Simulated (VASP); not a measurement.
NaGa2F3:

```
Na Ga F
1.0
     2.58206    1.49075    3.95068
    -2.58206    1.49075    3.95068
     0.00000   -2.98150    3.95068
Na Ga F
1 2 3
Direct
  0.00000 0.00000 0.00000
  0.62723 0.62723 0.62723
  0.37277 0.37277 0.37277
  0.00000 0.50000 0.00000
  0.50000 0.00000 0.00000
  0.00000 0.00000 0.50000
```

The cell was built from a structure type or drawn by symmetry, and may not be a known phase.

| Quantity | Value |
| --- | --- |
| Program | VASP 6.6.1 |
| Task | relaxation of cell and atoms |
| Functional | PBE |
| Potentials or basis | VASP PAW PBE potentials, release 64 (Na_pv, Ga_d, F) |
| Cutoff | 600 eV |
| k mesh | 6 × 6 × 6 |
| Occupations | gaussian, width 0.02 eV |
| Spin | no spin polarisation |

At the start: pressure -2.1 GPa; volume 15.21 Å³/atom.

Problem. How do energy, volume and symmetry change on relaxing?

Solution. Over 25 steps the energy falls by 607.3 meV/atom and the volume is 17.31 Å³/atom (+13.8 %); space group R-3m (No. 166, to 0.1 Å) before and after.

The path:
```
step  energy change (eV)  largest force (eV/Å)  pressure (GPa)  volume (Å³)
   1              0.0000                0.0890           -2.06        91.24
   2             -1.4273                1.0467           -0.68        88.10
   3             -2.1045                2.2632            2.80        84.65
   4             -2.1341                3.1413            5.61        82.75
   5             -2.8845                1.9885            4.58        86.37
   6             -3.0080                0.7399            4.99        89.12
   7             -3.0298                1.0684            4.77        88.53
   8             -3.3865                0.7289            0.47        94.75
   9             -3.4499                0.7253           -1.17        98.07
  10             -3.4575                0.7438           -1.70        99.42
  11             -3.5378                0.4438           -0.21        97.22
  12             -3.5633                0.1168            1.54        95.14
  13             -3.5962                0.0833            1.01        97.12
  14             -3.6342                0.0130            0.15       101.65
  15             -3.6397                0.0213           -0.05       103.77
  16             -3.6396                0.0569           -0.26       105.50
  17             -3.6400                0.0482           -0.27       105.03
  18             -3.6400                0.0349           -0.20       104.33
  19             -3.6401                0.0411           -0.21       104.67
  20             -3.6437                0.0266           -0.11       104.18
  21             -3.6437                0.0364           -0.09       104.10
  22             -3.6437                0.0172            0.16       103.62
  23             -3.6439                0.0112           -0.01       103.86
  24             -3.6439                0.0043            0.09       103.81
  25             -3.6439                0.0087            0.05       103.84
```

Final structure:
```cif
data_structure
_symmetry_space_group_name_H-M 'P 1'
_symmetry_Int_Tables_number 1
_cell_length_a 4.8358
_cell_length_b 4.8358
_cell_length_c 4.8358
_cell_angle_alpha 75.489
_cell_angle_beta 75.489
_cell_angle_gamma 75.489
_cell_volume 103.84
loop_
_atom_site_label
_atom_site_type_symbol
_atom_site_fract_x
_atom_site_fract_y
_atom_site_fract_z
_atom_site_occupancy
Na1 Na 0.00000 0.00000 0.00000 1
Ga1 Ga 0.69949 0.69949 0.69949 1
Ga2 Ga 0.30051 0.30051 0.30051 1
F1 F 0.00000 0.50000 0.00000 1
F2 F 0.50000 0.00000 0.00000 1
F3 F 0.00000 0.00000 0.50000 1
```
